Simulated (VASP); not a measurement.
# HC32 (a cell with a defect) (H_i (bond centre)) in VASP: notebook

Runs on HC32 (a cell with a defect) (H_i (bond centre)). Level: PBE. Tasks: single point.

Everything below comes from runs of VASP 6.6.1. Logs are shortened: lines on timing, memory, paths and dates and some standing lists are left out, and cuts for length are marked.

## (1) The cell of the first run

The cell holds a defect, 33 atoms: a = 6.186 Å, b = 6.186 Å, c = 6.186 Å, α = 109.47°, β = 109.47°, γ = 109.47°.

## (2) Single point, PBE

Input file INCAR:

```
SYSTEM = HC32
ALGO = Normal ; EDIFF = 1E-6
ENCUT = 520 ; GGA = PE
GGA_COMPAT = .False. ; ISIF = 2
ISMEAR = -1 ; LASPH = .True.
LCHARG = .False. ; LREAL = Auto
LWAVE = .False. ; NBANDS = 86
NELECT = 128.0 ; NELM = 120
PREC = Accurate ; SIGMA = 0.01
```

Input file KPOINTS:

```
k-points
0
Gamma
  1 1 1
  0 0 0
```

Input file POSCAR:

```
HC32
1.0
   -3.5716218665      3.5716218665      3.5716218665
    3.5716218665     -3.5716218665      3.5716218665
    3.5716218665      3.5716218665     -3.5716218665
C H
32 1
Direct
   -0.0026052354     -0.0040936691     -0.0044806693
   -0.0004497762      0.2508616737      0.7465576568
    0.0005249216      0.5013216927      0.4985084188
   -0.0001388662      0.7515544832      0.2477261492
    0.2512741167      0.0024277436      0.7492177605
    0.2488212072      0.2503392922      0.4981125213
    0.2174503832      0.4716869587      0.2153616552
    0.2501253633      0.7521271836     -0.0012853475
    0.5008071841      0.0056230214      0.4992980445
    0.4997124434      0.2510130422      0.2471775707
    0.5010353282      0.5016077496     -0.0005968078
    0.5071784191      0.7596225855      0.7609520509
    0.7513969514      0.0029013764      0.2507224169
    0.7466966896      0.2503204649     -0.0029355378
    0.7506210431      0.5016295634      0.7487741190
    0.7572913267      0.7558794867      0.5017417767
    0.0041049115      0.0033659952      0.7500897985
    0.0000526880      0.2515855570      0.4987060691
   -0.0063900417      0.4987905597      0.2447170831
   -0.0007228828      0.7496015237     -0.0025562377
    0.2496535348      0.0009681661      0.4987571093
    0.2433374530      0.2391412642      0.2406312172
    0.2498340790      0.5010203295     -0.0053071214
    0.2509569417      0.7531459315      0.7492921347
    0.5005542711      0.0016025407      0.2482086565
    0.4994867491      0.2511665044     -0.0020484201
    0.5018353782      0.5022459993      0.7499980762
    0.5331752902      0.7850038800      0.5288256055
    0.7532085533      0.0047777246      0.0043758418
    0.7511452690      0.2537773114      0.7495033548
    0.7501998184      0.5018967139      0.4990683266
    0.7508376553      0.7526686108      0.2488336868
    0.3769277393      0.5652522788      0.4330768953
```

Potentials or basis: VASP PAW PBE potentials, release 64 (C, H).

On the command line:

```console
$ cat potpaw_PBE.64/C/POTCAR potpaw_PBE.64/H/POTCAR > POTCAR
$ mpirun -np 1 vasp_gam > vasp.out
```

OUTCAR:

```text
SYSTEM = HC32
   EDIFF = 1E-6
   ENCUT = 520
   GGA = PE
   ISIF = 2
   ISMEAR = -1
   LASPH = .True.
   LREAL = Auto
   NELECT = 128.0
   NELM = 120
   PREC = Accurate

 ion  position               nearest neighbor table
   1  0.997  0.996  0.996-  22 1.51  20 1.53  29 1.55  17 1.55
   2  1.000  0.251  0.747-  18 1.54  23 1.54  17 1.55  30 1.55
   3  0.001  0.501  0.499-  18 1.54  31 1.55  19 1.55  24 1.55
   4  1.000  0.752  0.248-  20 1.54  19 1.54  32 1.55  21 1.55
   5  0.251  0.002  0.749-  17 1.53  26 1.54  24 1.54  21 1.54
   6  0.249  0.250  0.498-  18 1.54  21 1.55  22 1.56  27 1.56
   7  0.217  0.472  0.215-  33 1.16  23 1.50  19 1.51  22 1.55  28 1.94
   8  0.250  0.752  0.999-  20 1.54  23 1.54  25 1.55  24 1.55
   9  0.501  0.006  0.499-  28 1.50  21 1.54  30 1.54  25 1.54
  10  0.500  0.251  0.247-  26 1.54  25 1.55  22 1.55  31 1.55
  11  0.501  0.502  0.999-  26 1.54  23 1.54  27 1.55  32 1.55
  12  0.507  0.760  0.761-  29 1.51  24 1.55  28 1.55  27 1.56
  13  0.751  0.003  0.251-  29 1.53  18 1.54  32 1.54  25 1.54
[... 12 lines left out ...]
  26  0.499  0.251  0.998-  14 1.53   5 1.54  10 1.54  11 1.54
  27  0.502  0.502  0.750-  15 1.54  11 1.55  12 1.56   6 1.56
  28  0.533  0.785  0.529-  33 1.16   9 1.50  16 1.51  12 1.55   7 1.94
  29  0.753  0.005  0.004-  12 1.51  13 1.53   1 1.55  14 1.55
  30  0.751  0.254  0.750-  15 1.54   9 1.54  14 1.55   2 1.55
  31  0.750  0.502  0.499-  15 1.54   3 1.55  16 1.55  10 1.55
  32  0.751  0.753  0.249-  13 1.54  16 1.54   4 1.55  11 1.55
  33  0.377  0.565  0.433-   7 1.16  28 1.16

  LATTYP: Found a body centered cubic cell.
 ALAT       =     7.1432437330

  Lattice vectors:

 A1 = (  -3.5716218665,   3.5716218665,   3.5716218665)
 A2 = (   3.5716218665,  -3.5716218665,   3.5716218665)
 A3 = (   3.5716218665,   3.5716218665,  -3.5716218665)

Analysis of symmetry for initial positions (statically):
=====================================================================
 Subroutine PRICEL returns:
 Original cell was already a primitive cell.

 Routine SETGRP: Setting up the symmetry group for a
 body centered cubic supercell.

 Subroutine GETGRP returns: Found  1 space group operations
 (whereof  1 operations were pure point group operations)
 out of a pool of 48 trial point group operations.

The static configuration has the point symmetry C_1 .

Analysis of symmetry for dynamics (positions and initial velocities):
=====================================================================
 Subroutine PRICEL returns:
 Original cell was already a primitive cell.

 Routine SETGRP: Setting up the symmetry group for a
 body centered cubic supercell.

 Subroutine GETGRP returns: Found  1 space group operations
 (whereof  1 operations were pure point group operations)
 out of a pool of 48 trial point group operations.

The dynamic configuration has the point symmetry C_1 .

 Subroutine INISYM returns: Found  1 space group operations
 (whereof  1 operations are pure point group operations),
 and found     1 'primitive' translations

----------------------------------------------------------------------------------------

                                     Primitive cell

  volume of cell :     182.2453

  direct lattice vectors                    reciprocal lattice vectors
    -3.571621867  3.571621867  3.571621867     0.000000000  0.139992423  0.139992423
     3.571621867 -3.571621867  3.571621867     0.139992423  0.000000000  0.139992423
     3.571621867  3.571621867 -3.571621867     0.139992423  0.139992423  0.000000000

  length of vectors
     6.186230538  6.186230538  6.186230538     0.197979184  0.197979184  0.197979184

  position of ions in fractional coordinates (direct lattice)
     0.997394765  0.995906331  0.995519331
     0.999550224  0.250861674  0.746557657
     0.000524922  0.501321693  0.498508419
     0.999861134  0.751554483  0.247726149
     0.251274117  0.002427744  0.749217761
     0.248821207  0.250339292  0.498112521
[... 25 lines left out ...]
     0.750837655  0.752668611  0.248833687
     0.376927739  0.565252279  0.433076895

  ion indices of the primitive-cell ions
   primitive index   ion index
                 1           1
                 2           2
                 3           3
                 4           4
                 5           5
                 6           6
[... 25 lines left out ...]
                32          32
                33          33

----------------------------------------------------------------------------------------

 KPOINTS: k-points

Automatic generation of k-mesh.
 Grid dimensions read from file:
 generate k-points for:    1    1    1

 Generating k-lattice:

  Cartesian coordinates                     Fractional coordinates (reciprocal lattice)
     0.000000000  0.139992423  0.139992423     1.000000000  0.000000000  0.000000000
     0.139992423  0.000000000  0.139992423     0.000000000  1.000000000  0.000000000
     0.139992423  0.139992423  0.000000000     0.000000000  0.000000000  1.000000000

  Length of vectors
     0.197979184  0.197979184  0.197979184

  Shift w.r.t. Gamma in fractional coordinates (k-lattice)
     0.000000000  0.000000000  0.000000000

 Subroutine IBZKPT returns following result:
 ===========================================

 Found      1 irreducible k-points:

 Following reciprocal coordinates:
            Coordinates               Weight
  0.000000  0.000000  0.000000      1.000000
   k-points           NKPTS =      1   k-points in BZ     NKDIM =      1   number of bands    NBANDS=     86
   number of dos      NEDOS =    301   number of ions     NIONS =     33
   total plane-waves  NPLWV = 110592
   dimension x,y,z NGX =    48 NGY =   48 NGZ =   48
   dimension x,y,z NGXF=    96 NGYF=   96 NGZF=   96
   ions per type =              32   1
   NGX,Y,Z   is equivalent  to a cutoff of  12.90, 12.90, 12.90 a.u.
   NGXF,Y,Z  is equivalent  to a cutoff of  25.80, 25.80, 25.80 a.u.
 SYSTEM =  HC32
   PREC   = accura    normal or accurate (medium, high low for compatibility)
   ISTART =      0    job   : 0-new  1-cont  2-samecut
   ICHARG =      2    charge: 1-file 2-atom 10-const
   ISPIN  =      1    spin polarized calculation?
   LNONCOLLINEAR =      F non collinear calculations
   LSORBIT =      F    spin-orbit coupling
   LASPH  =      T    aspherical Exc in radial PAW
   ENCUT  =  520.0 eV  38.22 Ry    6.18 a.u.  11.50 11.50 11.50*2*pi/ulx,y,z
   NELM   =    120;   NELMIN=  2; NELMDL= -5     # of ELM steps
   EDIFF  = 0.1E-05   stopping-criterion for ELM
   LREAL  =      T    real-space projection
   EDIFFG = 0.1E-04   stopping-criterion for IOM
   NSW    =      0    number of steps for IOM
   IBRION =     -1    ionic relax: 0-MD 1-quasi-New 2-CG
   NFREE  =      0    steps in history (QN), initial steepest desc. (CG)
   ISIF   =      2    stress and relaxation
   ISYM   =      2    0-nonsym 1-usesym 2-fastsym
   POTIM  = 0.5000    time-step for ionic-motion
   TEBEG  =    0.0;   TEEND  =   0.0 temperature during run
   PSTRESS=    0.0 pullay stress
   NELECT =     128.0000    total number of electrons
   NUPDOWN=      -1.0000    fix difference up-down
   EMIN   =  10.00;   EMAX   =-10.00  energy-range for DOS
   EFERMI =   0.00;   METHOD = LEGACY
   ISMEAR =    -1;   SIGMA  =   0.01  broadening in eV -4-tet -1-fermi 0-gaus
   EFERMI_NEDOS =   21; number of points for ismear=-14 and -15
   IALGO  =     38    algorithm
   IMIX   =      4    mixing-type and parameters
     AMIX     =   0.40;   BMIX     =  1.00
     AMIX_MAG =   1.60;   BMIX_MAG =  1.00
  volume/ion in A,a.u.               =       5.52        37.27
  Fermi-wavevector in a.u.,A,eV,Ry     =   1.455211  2.749950 28.812235  2.117640
  Thomas-Fermi vector in A             =   2.572272
   LORBIT       =      0    0 simple, 1 ext, 2 COOP (PROOUT), +10 PAW based schemes
   GGA     = PE    functional components
   LHFCALC =     F    Hartree Fock is set to
   AEXX    =    0.0000 exact exchange contribution
   IVDW    =     0    specifies the selected vdW correction
   LEPSILON=     F    determine dielectric tensor
   LRPA    =     F    only Hartree local field effects (RPA)
 non-spin polarized calculation
  energy-cutoff  :      520.00
  volume of cell :      182.25
 maximum number of plane-waves:      2461
 NGX is ok and might be reduce to    48
   NGX = 23   NGY = 23   NGZ = 23

 number of electron     128.0000010 magnetization

 Free energy of the ion-electron system (eV)
  ---------------------------------------------------
  ext. energy  EPLUGINS =         0.00000000
  ---------------------------------------------------
  free energy    TOTEN  =      -295.52610869 eV

  energy without entropy =     -295.52610869  energy(sigma->0) =     -295.52610869

 E-fermi :  10.1267     XC(G=0): -13.2063

 val. band max:        9.8538589449   @ k =   0.0000   0.0000   0.0000
 cond. band min:      12.0104210979   @ k =   0.0000   0.0000   0.0000
 fundamental gap:      2.1565621531
 Fermi energy:        10.1267167741

 k-point     1 :       0.0000    0.0000    0.0000
  band No.  band energies     occupation
      1     -11.8706      2.00000
      2      -8.5538      2.00000
      3      -7.8476      2.00000
      4      -7.3522      2.00000
      5      -7.3036      2.00000
      6      -7.2323      2.00000
[... 68 lines left out ...]
     75      17.1750      0.00000
     76      17.4451      0.00000
 [bands above 76 left out]

------------------------ aborting loop because EDIFF is reached ----------------------------------------

  FORCE on cell =-STRESS in cart. coord.  units (eV):
  Direction    XX          YY          ZZ          XY          YZ          ZX
  --------------------------------------------------------------------------------------
  -------------------------------------------------------------------------------------
  Total        0.3664690      0.0518351      0.1090002      3.8243355      3.5020859      3.8453728
  in kB        3.2217470      0.4556988      0.9582562     33.6209639     30.7879636     33.8059095
  external PRESSURE =       1.5452340 kB  Pullay stress =       0.0000000 kB

 VOLUME and BASIS-vectors are now :
 -----------------------------------------------------------------------------
  energy-cutoff  :      520.00
  volume of cell :      182.25
      direct lattice vectors                 reciprocal lattice vectors
    -3.571621867  3.571621867  3.571621867     0.000000000  0.139992423  0.139992423
     3.571621867 -3.571621867  3.571621867     0.139992423  0.000000000  0.139992423
     3.571621867  3.571621867 -3.571621867     0.139992423  0.139992423  0.000000000

 POSITION                                       TOTAL-FORCE (eV/Angst)
 -----------------------------------------------------------------------------------
      3.55030      3.56093      3.56370        -0.112947      0.028024     -0.075997
     -0.00761      5.34045      1.79958         0.108364      0.007648      0.086985
      3.56914     -0.00817      0.01192        -0.126794     -0.006583      0.108895
     -0.00207      1.77164      5.37061         0.005474      0.006076     -0.021799
      1.78714      3.56471     -1.76980         0.028461      0.033356      0.015560
      1.78449      1.77365      0.00374        -0.057926     -0.110095      0.127217
[... 25 lines left out ...]
      0.89528      0.88220      4.48122        -0.005670      0.022035     -0.006989
      2.21941      0.87416      1.81832         0.003839     -0.012886      0.009753
 -----------------------------------------------------------------------------------
    total drift:                                0.006502     -0.121718      0.124289

  FREE ENERGIE OF THE ION-ELECTRON SYSTEM (eV)
  ---------------------------------------------------
  free  energy   TOTEN  =      -295.5261086947 eV

  energy  without entropy=     -295.5261086947  energy(sigma->0) =     -295.52610869
```

Wall time 22 s (1 thread of AMD EPYC 9R45 (Zen 5), shared host); peak memory 0.26 GiB.

Results:

```yaml
Free_energy: -295.5261 eV
Largest_force: 0.368 eV/Å
```

Forces in eV/Å, atoms in the order of the input:
```
C   -0.113  0.028 -0.076
C    0.108  0.008  0.087
C   -0.127 -0.007  0.109
C    0.005  0.006 -0.022
C    0.028  0.033  0.016
C   -0.058 -0.110  0.127
C    0.168  0.317  0.082
C   -0.037  0.005 -0.028
C    0.064 -0.183  0.090
C    0.047 -0.034 -0.035
C    0.048 -0.002 -0.093
C    0.191  0.157 -0.100
C    0.075  0.075 -0.015
C    0.074 -0.076  0.069
C   -0.021  0.084 -0.012
C   -0.180  0.105  0.195
C   -0.071 -0.063  0.077
C    0.020  0.012 -0.083
C    0.179 -0.194 -0.104
C   -0.078  0.019 -0.075
C   -0.045  0.089  0.001
C   -0.189  0.092 -0.159
C   -0.064 -0.094  0.182
C   -0.041  0.034  0.029
C    0.037  0.031 -0.007
C   -0.031 -0.012 -0.028
C    0.056 -0.129  0.117
C   -0.173 -0.078 -0.312
C    0.112  0.071 -0.027
C   -0.108 -0.087 -0.016
C    0.127 -0.109  0.010
C   -0.006  0.022 -0.007
H    0.004 -0.013  0.010
```

Caveat: the k points lie up to 1.24 Å⁻¹ apart; the cell carries a net charge on a neutralising background, which shifts energy and pressure; the cell is charged against a uniform background, so pressure and absolute levels hang on convention.

## (3) Single point, PBE

Input file INCAR:

```
SYSTEM = HC32
  ALGO = Normal
  EDIFF = 1E-6
  ENCUT = 520
  GGA = PE
  GGA_COMPAT = .FALSE.
  ISIF = 2
  ISMEAR = 0
  LASPH = .TRUE.
  LCHARG = .FALSE.
  LREAL = Auto
  LWAVE = .FALSE.
  NBANDS = 86
  NELECT = 128.0
  NELM = 120
  PREC = Accurate
  SIGMA = 0.01
```

Input file KPOINTS:

```
Automatic mesh
0
Gamma
  1 1 1
  0.25 0.25 0.25
```

Edit POSCAR of step 2 so:

```diff
@@ -2,5 +2,5 @@
 1.0
-   -3.5716218665      3.5716218665      3.5716218665
-    3.5716218665     -3.5716218665      3.5716218665
-    3.5716218665      3.5716218665     -3.5716218665
+   -3.5716218700      3.5716218700      3.5716218700
+    3.5716218700     -3.5716218700      3.5716218700
+    3.5716218700      3.5716218700     -3.5716218700
 C H
```

Potentials or basis: VASP PAW PBE potentials, release 64 (C, H).

On the command line:

```console
$ cat potpaw_PBE.64/C/POTCAR potpaw_PBE.64/H/POTCAR > POTCAR
$ mpirun -np 1 vasp_std > vasp.out
```

Wall time 28 s (1 thread of AMD EPYC 9R45 (Zen 5), shared host); peak memory 0.27 GiB.

The run converged. Its results:

```yaml
Free_energy: -299.3291 eV
Largest_force: 0.029 eV/Å
```

Forces on the atoms (eV/Å):
```
C   -0.014 -0.009 -0.012
C   -0.001 -0.001 -0.001
C   -0.001  0.000  0.005
C    0.000  0.000  0.004
C    0.000  0.000  0.004
C   -0.001  0.004 -0.002
C   -0.001 -0.008  0.012
C    0.002 -0.001  0.003
C    0.007 -0.006  0.005
C    0.004 -0.003  0.001
C    0.003  0.002 -0.003
C    0.004  0.003 -0.014
C    0.004  0.002 -0.003
C   -0.002 -0.010 -0.004
C    0.003 -0.003  0.001
C   -0.013  0.006  0.005
C    0.003  0.004  0.008
C   -0.004  0.000  0.003
C    0.010 -0.006 -0.008
C   -0.005  0.006 -0.001
C   -0.003  0.001 -0.005
C   -0.002  0.012 -0.002
C   -0.007 -0.006  0.005
C   -0.002  0.000  0.003
C   -0.002 -0.003  0.000
C    0.002 -0.003  0.001
C    0.000  0.002  0.000
C    0.003 -0.010  0.006
C    0.013  0.012  0.011
C    0.000  0.001 -0.001
C    0.000 -0.002  0.001
C    0.001 -0.003 -0.001
H    0.002  0.020 -0.022
```

Levels at points of the mesh, in eV from the Fermi level:
| k point | band 61 | band 62 | band 63 | band 64 | band 65 | band 66 | band 67 | band 68 |
| --- | --- | --- | --- | --- | --- | --- | --- | --- |
| (0.25, 0.25, 0.25) | -0.19 | -0.17 | -0.16 | -0.12 | 4.18 | 6.71 | 7.29 | 7.34 |

Caveat: the k points lie up to 1.24 Å⁻¹ apart; the cell carries a net charge on a neutralising background, which shifts energy and pressure; the cell is charged against a uniform background, so pressure and absolute levels hang on convention.
